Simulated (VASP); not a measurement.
A run of VASP 6.6.1 is set up as follows.

The input INCAR:

```
SYSTEM = TePb
ALGO = Normal
EDIFF = 1E-7
ENCUT = 520
GGA = PE
ISIF = 2
ISMEAR = -1
LASPH = .True.
LCHARG = .False.
LREAL = .False.
LWAVE = .False.
NBANDS = 17
NELM = 60
PREC = Accurate
SIGMA = 0.02
```

The input KPOINTS:

```
k-points
0
Gamma
  8 8 8
  0 0 0
```

The input POSCAR:

```
TePb
1.0
    0.0000000000      3.2678368411      3.2678368411
    3.2678368411      0.0000000000      3.2678368411
    3.2678368411      3.2678368411      0.0000000000
Pb Te
1 1
Direct
    0.0000000000      0.0000000000      0.0000000000
    0.5000000000      0.5000000000      0.5000000000
```

Potentials or basis: VASP PAW PBE potentials, release 64 (Pb_d, Te).

The run is started by

```bash
$ cat potpaw_PBE.64/Pb_d/POTCAR potpaw_PBE.64/Te/POTCAR > POTCAR
$ mpirun -np 1 vasp_std > vasp.out
```

(1) Estimate the pressure.

(2) Estimate the band gap on the k mesh.

Results:

(1) 0.6 GPa.

(2) 0.80 eV, direct.

Caveat: spin-orbit coupling is left out, which moves the levels of the heavy elements.
